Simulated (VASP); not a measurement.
Input of a VASP 6.6.1 run:

Contents of INCAR:

```
SYSTEM = LiH
PREC = Accurate
ENCUT = 520
EDIFF = 1E-6
ISMEAR = 0
SIGMA = 0.1
LREAL = .False.
LASPH = .True.
NELM = 80
ALGO = Normal
ISIF = 2
LWAVE = .False.
LCHARG = .True.
GGA = PE
IVDW = 13
LELF = .True.
LVHAR = .True.
NBANDS = 9
```

KPOINTS

```
Automatic mesh
0
Gamma
  10 10 10
  0 0 0
```

File POSCAR:

```
LiH
1.0
    0.0000000000      2.0086193919      2.0086193919
    2.0086193919      0.0000000000      2.0086193919
    2.0086193919      2.0086193919      0.0000000000
Li H
1 1
Direct
    0.0000000000      0.0000000000      0.0000000000
    0.5000000000      0.5000000000      0.5000000000
```

Potentials or basis: VASP PAW PBE potentials, release 64 (Li_sv, H).

Launch:

```bash
$ cat potpaw_PBE.64/Li_sv/POTCAR potpaw_PBE.64/H/POTCAR > POTCAR
$ mpirun -np 1 vasp_std > vasp.out
```

(1) What does it give for the band gap on the k mesh?

(2) Estimate the dispersion energy per atom.

Answers

(1) 2.98 eV, direct.

(2) -0.071 eV.
